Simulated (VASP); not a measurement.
A run of VASP 6.6.1 is set up as follows.

INCAR

```
ALGO = Normal ; EDIFF = 1E-7
EDIFFG = -0.08 ; ENCUT = 500
GGA = PE ; GGA_COMPAT = False
IBRION = 2 ; ISIF = 3
ISMEAR = 0 ; LASPH = True
LCHARG = False ; LREAL = False
LWAVE = False ; NELM = 120
NELMIN = 4 ; NSW = 36
PREC = Accurate ; SIGMA = 0.2
```

Contents of KPOINTS:

```
k-points
0
Gamma
  3 3 3
```

POSCAR

```
Hf4Cl3
1.0
    5.7317271100      0.0000000000      0.0000000000
    0.0000000000      5.7317271100      0.0000000000
    0.0000000000      0.0000000000      5.7317271100
Hf Cl
4 3
Direct
    0.5000000000      0.0000000000      0.0000000000
    0.0000000000      0.5000000000      0.0000000000
    0.0000000000      0.0000000000      0.5000000000
    0.5000000000      0.5000000000      0.5000000000
    0.0000000000      0.5000000000      0.5000000000
    0.5000000000      0.0000000000      0.5000000000
    0.5000000000      0.5000000000      0.0000000000
```

Potentials or basis: VASP PAW PBE potentials, release 64 (Hf_pv, Cl).

Run with:

```bash
$ cat potpaw_PBE.64/Hf_pv/POTCAR potpaw_PBE.64/Cl/POTCAR > POTCAR
$ mpirun -np 1 vasp_std > vasp.out
```

Question: Predict the band gap on the k mesh.

Answer: Zero (an odd number of electrons rules out a gap without spin polarisation).

Question: Predict the relaxed volume.

Answer: 18.92 Å³/atom.

Question: What does it give for the relaxed cell?

Answer: a = 5.097 Å, b = 5.097 Å, c = 5.097 Å, α = 90.00°, β = 90.00°, γ = 90.00°.

Question: What does it give for the space group after relaxing (to 0.1 Å)?

Answer: Pm-3m (No. 221).

Step by step:
```tsv
step	energy change (eV)	largest force (eV/Å)	pressure (GPa)	volume (Å³)
1	0.0000	0.0000	-13.67	188.30
2	-3.2716	0.0000	0.26	132.42
```

Caveat: the k points lie up to 0.41 Å⁻¹ apart in the final cell, too coarse for converged energies and pressures of a metal; the volume moved by over 15 % at a fixed basis, so the end points are rough; spin-orbit coupling is left out, which moves the levels of the heavy elements; an odd number of electrons without spin polarisation forces a metal; a magnetic or distorted state may lie lower.
